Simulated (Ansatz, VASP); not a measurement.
**Si in VASP and in Ansatz**

```xyz
2
Lattice="0.0000 2.7350 2.7350 2.7350 0.0000 2.7350 2.7350 2.7350 0.0000" Properties=species:S:1:pos:R:3 pbc="T T T"
Si    4.1026    4.1026    4.1026
Si    2.7350    2.7350    2.7350
```

Alike in both runs: task single point; functional PBE; k mesh 8 × 8 × 8; occupations gaussian, width 0.01 eV; no spin polarisation.

```csv
,VASP,Ansatz
version,VASP 6.6.1,Ansatz 0.2.0
potentials or method,"VASP PAW PBE potentials, release 64 (Si), cutoff 500 eV","scalar-relativistic, plane waves, PAW"
valence electrons in the cell,8,8
```

```csv
,VASP,Ansatz,Ansatz less VASP
gap on the k mesh at the Fermi level (eV),0.65,0.65,-0.003
least direct gap on the mesh (eV),2.56,2.55,-0.005
pressure (GPa),-0.1,0.0,+0.08
```
